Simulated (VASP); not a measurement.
# Cu (I4/mmm) in VASP: notebook

Runs on Cu. Level: LDA. Tasks: single point.

Everything below comes from runs of VASP 6.6.1. Logs are shortened: lines on timing, memory, paths and dates and some standing lists are left out, and cuts for length are marked.

## (1) The cell of the first run

The structure is tetragonal, space group I4/mmm (No. 139). The conventional cell has a = 2.970 Å, b = 2.970 Å, c = 2.627 Å, α = 90.00°, β = 90.00°, γ = 90.00°. Within 3.3 Å of Cu (site symmetry 4/mmm) lie 14 Cu at 2.48 to 2.97 Å.

## (2) Single point, LDA (11.59 Å³/atom)

File INCAR:

```
SYSTEM = Cu
PREC = Accurate
ENCUT = 520
EDIFF = 1E-6
ISMEAR = 0
SIGMA = 0.15
LREAL = .FALSE.
LASPH = .TRUE.
NELM = 60
ALGO = Fast
ISIF = 2
LWAVE = .FALSE.
LCHARG = .FALSE.
GGA = CA
NBANDS = 12
```

File KPOINTS:

```
Automatic mesh
0
G
  24 24 24
  0 0 0
```

File POSCAR:

```
Cu
1.0
   -1.4848971394      1.4848971394      1.3135400095
    1.4848971394     -1.4848971394      1.3135400095
    1.4848971394      1.4848971394     -1.3135400095
Cu
1
Direct
    0.0000000000      0.0000000000      0.0000000000
```

Potentials or basis: VASP PAW LDA potentials, release 64 (Cu).

On the command line:

```sh
$ cat potpaw_LDA.64/Cu/POTCAR > POTCAR
$ mpirun -np 1 vasp_std > vasp.out
```

OUTCAR:

```text
SYSTEM = Cu
   PREC = Accurate
   ENCUT = 520
   EDIFF = 1E-6
   ISMEAR = 0
   LREAL = .FALSE.
   LASPH = .TRUE.
   NELM = 60
   ISIF = 2
   GGA = CA

 ion  position               nearest neighbor table
   1  0.000  0.000  0.000-

  LATTYP: Found a body centered tetragonal cell.
 ALAT       =     2.9697942788
 C/A-ratio  =     0.8846000000

  Lattice vectors:

 A1 = (  -1.4848971394,   1.4848971394,   1.3135400095)
 A2 = (   1.4848971394,  -1.4848971394,   1.3135400095)
 A3 = (   1.4848971394,   1.4848971394,  -1.3135400095)

Analysis of symmetry for initial positions (statically):
=====================================================================
 Subroutine PRICEL returns:
 Original cell was already a primitive cell.

 Routine SETGRP: Setting up the symmetry group for a
 body centered tetragonal supercell.

 Subroutine GETGRP returns: Found 16 space group operations
 (whereof 16 operations were pure point group operations)
 out of a pool of 16 trial point group operations.

The static configuration has the point symmetry D_4h.

Analysis of symmetry for dynamics (positions and initial velocities):
=====================================================================
 Subroutine PRICEL returns:
 Original cell was already a primitive cell.

 Routine SETGRP: Setting up the symmetry group for a
 body centered tetragonal supercell.

 Subroutine GETGRP returns: Found 16 space group operations
 (whereof 16 operations were pure point group operations)
 out of a pool of 16 trial point group operations.

The dynamic configuration has the point symmetry D_4h.

 Subroutine INISYM returns: Found 16 space group operations
 (whereof 16 operations are pure point group operations),
 and found     1 'primitive' translations

----------------------------------------------------------------------------------------

                                     Primitive cell

  volume of cell :      11.5850

  direct lattice vectors                    reciprocal lattice vectors
    -1.484897139  1.484897139  1.313540010     0.000000000  0.336723660  0.380650758
     1.484897139 -1.484897139  1.313540010     0.336723660  0.000000000  0.380650758
     1.484897139  1.484897139 -1.313540010     0.336723660  0.336723660  0.000000000

  length of vectors
     2.476938914  2.476938914  2.476938914     0.508210412  0.508210412  0.476199167

  position of ions in fractional coordinates (direct lattice)
     0.000000000  0.000000000  0.000000000

  ion indices of the primitive-cell ions
   primitive index   ion index
                 1           1

----------------------------------------------------------------------------------------

 KPOINTS: Automatic mesh

Automatic generation of k-mesh.
 Grid dimensions read from file:
 generate k-points for:   24   24   24

 Generating k-lattice:

  Cartesian coordinates                     Fractional coordinates (reciprocal lattice)
     0.000000000  0.014030153  0.015860448     0.041666667  0.000000000 -0.000000000
     0.014030153  0.000000000  0.015860448     0.000000000  0.041666667 -0.000000000
     0.014030153  0.014030153  0.000000000     0.000000000  0.000000000  0.041666667

  Length of vectors
     0.021175434  0.021175434  0.019841632

  Shift w.r.t. Gamma in fractional coordinates (k-lattice)
     0.000000000  0.000000000  0.000000000

 Subroutine IBZKPT returns following result:
 ===========================================

 Found   1063 irreducible k-points:

 Following reciprocal coordinates:
            Coordinates               Weight
  0.000000  0.000000  0.000000      1.000000
  0.041667 -0.000000  0.000000      8.000000
  0.083333 -0.000000  0.000000      8.000000
  0.125000 -0.000000  0.000000      8.000000
  0.166667  0.000000  0.000000      8.000000
  0.208333 -0.000000  0.000000      8.000000
[... 16 lines left out ...]
  0.416667  0.041667  0.000000     16.000000
  0.458333  0.041667  0.000000     16.000000
 [... further k-points ...]
   k-points           NKPTS =   1063   k-points in BZ     NKDIM =   1063   number of bands    NBANDS=     12
   number of dos      NEDOS =    301   number of ions     NIONS =      1
   total plane-waves  NPLWV =   5832
   dimension x,y,z NGX =    18 NGY =   18 NGZ =   18
   dimension x,y,z NGXF=    36 NGYF=   36 NGZF=   36
   ions per type =               1
   NGX,Y,Z   is equivalent  to a cutoff of  12.08, 12.08, 12.08 a.u.
   NGXF,Y,Z  is equivalent  to a cutoff of  24.16, 24.16, 24.16 a.u.
 SYSTEM =  Cu
   PREC   = accura    normal or accurate (medium, high low for compatibility)
   ISTART =      0    job   : 0-new  1-cont  2-samecut
   ICHARG =      2    charge: 1-file 2-atom 10-const
   ISPIN  =      1    spin polarized calculation?
   LNONCOLLINEAR =      F non collinear calculations
   LSORBIT =      F    spin-orbit coupling
   LASPH  =      T    aspherical Exc in radial PAW
   ENCUT  =  520.0 eV  38.22 Ry    6.18 a.u.   4.61  4.61  4.61*2*pi/ulx,y,z
   NELM   =     60;   NELMIN=  2; NELMDL= -5     # of ELM steps
   EDIFF  = 0.1E-05   stopping-criterion for ELM
   LREAL  =      F    real-space projection
   EDIFFG = 0.1E-04   stopping-criterion for IOM
   NSW    =      0    number of steps for IOM
   IBRION =     -1    ionic relax: 0-MD 1-quasi-New 2-CG
   NFREE  =      0    steps in history (QN), initial steepest desc. (CG)
   ISIF   =      2    stress and relaxation
   ISYM   =      2    0-nonsym 1-usesym 2-fastsym
   POTIM  = 0.5000    time-step for ionic-motion
   TEBEG  =    0.0;   TEEND  =   0.0 temperature during run
   PSTRESS=    0.0 pullay stress
   NELECT =      11.0000    total number of electrons
   NUPDOWN=      -1.0000    fix difference up-down
   EMIN   =  10.00;   EMAX   =-10.00  energy-range for DOS
   EFERMI =   0.00;   METHOD = LEGACY
   ISMEAR =     0;   SIGMA  =   0.15  broadening in eV -4-tet -1-fermi 0-gaus
   EFERMI_NEDOS =   21; number of points for ismear=-14 and -15
   IALGO  =     68    algorithm
   IMIX   =      4    mixing-type and parameters
     AMIX     =   0.40;   BMIX     =  1.00
     AMIX_MAG =   1.60;   BMIX_MAG =  1.00
  volume/ion in A,a.u.               =      11.59        78.18
  Fermi-wavevector in a.u.,A,eV,Ry     =   1.609065  3.040693 35.226731  2.589092
  Thomas-Fermi vector in A             =   2.704835
   LORBIT       =      0    0 simple, 1 ext, 2 COOP (PROOUT), +10 PAW based schemes
   GGA     = CA    functional components
   LHFCALC =     F    Hartree Fock is set to
   AEXX    =    0.0000 exact exchange contribution
   IVDW    =     0    specifies the selected vdW correction
   LEPSILON=     F    determine dielectric tensor
   LRPA    =     F    only Hartree local field effects (RPA)
 non-spin polarized calculation
 RMM-DIIS sequential band-by-band and
 Gauss-broadening in eV      SIGMA  =   0.15
  energy-cutoff  :      520.00
  volume of cell :       11.59
 maximum number of plane-waves:       329
   NGX =  9   NGY =  9   NGZ =  9

 number of electron      11.0000021 magnetization

 Free energy of the ion-electron system (eV)
  ---------------------------------------------------
  ext. energy  EPLUGINS =         0.00000000
  ---------------------------------------------------
  free energy    TOTEN  =        -4.65188438 eV

  energy without entropy =       -4.64744157  energy(sigma->0) =       -4.64966298

 E-fermi :   7.5914     XC(G=0): -13.2142

 val. band max:        7.5837254826   @ k =  -0.1667  -0.3333   0.0417
 cond. band min:       7.5929556012   @ k =   0.5000   0.1667   0.0833
 fundamental gap:      0.0092301186
 Fermi energy:         7.5913569291

 k-point     1 :       0.0000    0.0000    0.0000
  band No.  band energies     occupation
      1      -1.9082      2.00000
      2       4.0599      2.00000
      3       4.5880      2.00000
      4       4.5880      2.00000
      5       5.0685      2.00000
      6       5.6405      2.00000
      7      31.1606      0.00000
      8      31.1606      0.00000
      9      35.0013      0.00000
     10      35.0806      0.00000
     11      35.6018      0.00000
     12      36.4112      0.00000

 k-point     2 :       0.0417   -0.0000    0.0000
  band No.  band energies     occupation
      1      -1.8367      2.00000
      2       4.0700      2.00000
      3       4.5835      2.00000
      4       4.5891      2.00000
      5       5.0745      2.00000
      6       5.6287      2.00000
      7      30.9051      0.00000
      8      30.9154      0.00000
      9      34.1712      0.00000
     10      34.9416      0.00000
     11      35.5883      0.00000
     12      35.7839      0.00000

 k-point     3 :       0.0833   -0.0000    0.0000
  band No.  band energies     occupation
      1      -1.6237      2.00000
      2       4.0897      2.00000
      3       4.5670      2.00000
      4       4.6030      2.00000
      5       5.0948      2.00000
      6       5.5963      2.00000
      7      30.2007      0.00000
      8      30.3356      0.00000
      9      32.0978      0.00000
     10      34.0592      0.00000
     11      34.9626      0.00000
     12      35.7655      0.00000

 k-point     4 :       0.1250   -0.0000    0.0000
  band No.  band energies     occupation
      1      -1.2738      2.00000
      2       4.0905      2.00000
      3       4.5325      2.00000
      4       4.6583      2.00000
      5       5.1350      2.00000
      6       5.5512      2.00000
      7      28.9299      0.00000
      8      29.6227      0.00000
      9      30.1537      0.00000
     10      32.8806      0.00000
     11      34.1390      0.00000
     12      36.0714      0.00000

 k-point     5 :       0.1667    0.0000    0.0000
  band No.  band energies     occupation
      1      -0.7958      2.00000
      2       4.0498      2.00000
      3       4.4802      2.00000
      4       4.7775      2.00000
      5       5.1980      2.00000
      6       5.5032      2.00000
      7      26.8489      0.00000
      8      28.8577      0.00000
      9      28.9264      0.00000
     10      31.7680      0.00000
     11      33.3895      0.00000
     12      36.5265      0.00000
[... 228 lines left out ...]
      1       2.0405      2.00000
      2       3.6263      2.00000
      3       4.8937      2.00000
      4       5.3757      2.00000
      5       5.6992      2.00000
      6       5.8391      2.00000
      7      16.9629      0.00000
      8      24.9518      0.00000
      9      25.1993      0.00000
     10      29.1612      0.00000
     11      31.7687      0.00000
     12      38.2060      0.00000

 k-point    22 :       0.3750    0.0417    0.0000
  band No.  band energies     occupation
      1       2.3156      2.00000
      2       3.5505      2.00000
      3       5.2445      2.00000
      4       5.5416      2.00000
      5       5.8000      2.00000
      6       6.2145      2.00000
      7      15.1486      0.00000
      8      24.3814      0.00000
      9      24.6722      0.00000
     10      28.9571      0.00000
     11      31.6844      0.00000
     12      38.8251      0.00000

 k-point    23 :       0.4167    0.0417    0.0000
  band No.  band energies     occupation
      1       2.4322      2.00000
      2       3.4977      2.00000
      3       5.3078      2.00000
      4       5.7268      2.00000
      5       5.9488      2.00000
      6       6.8734      2.00000
      7      13.6263      0.00000
      8      23.9183      0.00000
      9      24.3644      0.00000
     10      28.8352      0.00000
     11      31.6600      0.00000
     12      39.4305      0.00000

 k-point    24 :       0.4583    0.0417    0.0000
  band No.  band energies     occupation
      1       2.4698      2.00000
      2       3.4715      2.00000
      3       5.3294      2.00000
      4       5.7602      2.00000
      5       6.0454      2.00000
      6       7.4695      1.74944
      7      12.6759      0.00000
      8      23.6220      0.00000
      9      24.2401      0.00000
     10      28.7924      0.00000
     11      31.6836      0.00000
     12      40.0023      0.00000

 [... further k-points ...]

------------------------ aborting loop because EDIFF is reached ----------------------------------------

  FORCE on cell =-STRESS in cart. coord.  units (eV):
  Direction    XX          YY          ZZ          XY          YZ          ZX
  --------------------------------------------------------------------------------------
  -------------------------------------------------------------------------------------
  Total       -0.6137453     -0.6137453     -0.5320751      0.0000000      0.0000000      0.0000000
  in kB      -84.8794880    -84.8794880    -73.5846959      0.0000000      0.0000000      0.0000000
  external PRESSURE =     -81.1145573 kB  Pullay stress =       0.0000000 kB

 VOLUME and BASIS-vectors are now :
 -----------------------------------------------------------------------------
  energy-cutoff  :      520.00
  volume of cell :       11.59
      direct lattice vectors                 reciprocal lattice vectors
    -1.484897139  1.484897139  1.313540010     0.000000000  0.336723660  0.380650758
     1.484897139 -1.484897139  1.313540010     0.336723660  0.000000000  0.380650758
     1.484897139  1.484897139 -1.313540010     0.336723660  0.336723660  0.000000000

 POSITION                                       TOTAL-FORCE (eV/Angst)
 -----------------------------------------------------------------------------------
      0.00000      0.00000      0.00000         0.000000      0.000000     -0.000000
 -----------------------------------------------------------------------------------
    total drift:                                0.000000     -0.000000      0.000000

  FREE ENERGIE OF THE ION-ELECTRON SYSTEM (eV)
  ---------------------------------------------------
  free  energy   TOTEN  =        -4.6518843792 eV

  energy  without entropy=       -4.6474415749  energy(sigma->0) =       -4.64966298
```

Run time: 58 s. Hardware: 1 thread of AMD EPYC 9R45 (Zen 5), shared host; peak memory 0.21 GiB.

Results:

- Free energy: -4.6519 eV
- Pressure: -8.1 GPa
- Band gap on the k mesh: zero (an odd number of electrons rules out a gap without spin polarisation)

Levels at points of the mesh, in eV from the Fermi level:
```tsv
k point	band 2	band 3	band 4	band 5	band 6	band 7	band 8	band 9	band 10	band 11
(0.00, 0.00, 0.00)	-3.53	-3.00	-3.00	-2.52	-1.95	23.57	23.57	27.41	27.49	28.01
(0.50, 0.00, 0.00)	-4.13	-2.24	-1.78	-1.43	-0.25	4.96	16.59	16.70	20.77	23.73
(0.50, 0.50, 0.00)	-3.51	-2.61	-2.19	-1.47	-1.20	3.56	20.04	20.31	23.84	26.56
(0.50, 0.50, 0.50)	-4.75	-1.63	-1.63	-1.51	6.73	6.73	11.58	12.68	13.23	18.14
```

Caveat: the cell stands under tension.

(Continued in part 2 of 2.)
